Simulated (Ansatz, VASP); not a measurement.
## One calculation of AlRu, two programs

Contents of INCAR:

```
SYSTEM = AlRu
PREC = Accurate
ENCUT = 520
EDIFF = 1E-6
ISMEAR = 0
SIGMA = 0.15
LREAL = .False.
LASPH = .True.
NELM = 60
ALGO = Fast
ISIF = 2
LWAVE = .False.
LCHARG = .False.
GGA = PS
NBANDS = 16
```

File KPOINTS:

```
Automatic mesh
0
Gamma
  16 16 16
  0 0 0
```

The input POSCAR:

```
AlRu
1.0
    2.9916000000      0.0000000000      0.0000000000
    0.0000000000      2.9916000000      0.0000000000
    0.0000000000      0.0000000000      2.9766420000
Al Ru
1 1
Direct
    0.0000000000      0.0000000000      0.0000000000
    0.5000000000      0.5000000000      0.5000000000
```

Input for Ansatz:

```yaml
crystal:
  lattice:
    - [2.9916, 0.0, 0.0]
    - [0.0, 2.9916, 0.0]
    - [0.0, 0.0, 2.976642]
  atoms:
    - { symbol: Al, position: [0.0, 0.0, 0.0] }
    - { symbol: Ru, position: [0.5, 0.5, 0.5] }
basis:
  ecutwfc: 420
kpoints:
  mp_grid: { grid: [16, 16, 16] }
hamiltonian:
  xc: pbesol
scf:
  occupations: { method: gaussian, width: 0.15 }
output:
  forces: true
  stress: true
  eigenvalues: true
  write_density: true
  write_potential: true
  elf: true
  volumetric_format: npy
```

Change from the starting cell: strain -0.0050 x Voigt [0, 0, 1, 0, 0, 0], atoms carried along.

Alike in both runs: task single point; functional PBEsol; k mesh 16 × 16 × 16; occupations gaussian, width 0.15 eV; no spin polarisation.

|  | VASP | Ansatz |
| --- | --- | --- |
| version | VASP 6.6.1 | Ansatz 0.2.0 |
| potentials or method | VASP PAW PBE potentials, release 64 (Al, Ru_pv), cutoff 520 eV | scalar-relativistic, plane waves, PAW |
| valence electrons in the cell | 17 | 19 |

```csv
,VASP,Ansatz,Ansatz less VASP
gap on the k mesh at the Fermi level (eV),none,none,-
pressure (GPa),-2.2,-2.2,-0.02
"traceless stress, the component that is largest in VASP (GPa)",0.58,0.58,-0.003
```

VASP's potentials were made for PBE, not for PBEsol. A gap of «none» marks a metal or a gap that the smearing closes. VASP's potentials hold 17 valence electrons a cell and Ansatz's 19, so a difference there can come from the potentials and not from the codes.
